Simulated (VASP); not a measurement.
Here is a VASP 6.6.1 calculation.

The input INCAR:

```
SYSTEM = Si
  PREC = Accurate
  ENCUT = 520
  EDIFF = 1E-6
  ISMEAR = 0
  SIGMA = 0.02
  LREAL = .False.
  LASPH = .True.
  NELM = 100
  ALGO = Normal
  ISIF = 2
  LWAVE = .False.
  LCHARG = .True.
  GGA = CA
  LELF = .True.
  LVHAR = .True.
  NBANDS = 11
```

Contents of KPOINTS:

```
regular mesh
0
Gamma
  10 10 10
  0 0 0
```

POSCAR

```
Si
1.0
    0.0000000000      2.7007939321      2.7007939321
    2.7007939321      0.0000000000      2.7007939321
    2.7007939321      2.7007939321      0.0000000000
Si
2
Direct
    0.5000000000      0.5000000000      0.5000000000
    0.7500000000      0.7500000000      0.7500000000
```

Potentials or basis: VASP PAW LDA potentials, release 64 (Si).

Launch:

```bash
$ cat potpaw_LDA.64/Si/POTCAR > POTCAR
$ mpirun -np 1 vasp_std > vasp.out
```

(1) Estimate the band gap on the k mesh.

(2) Predict the pressure.

Results:

(1) 0.45 eV, indirect (least direct gap 2.53 eV).

(2) 0.1 GPa.
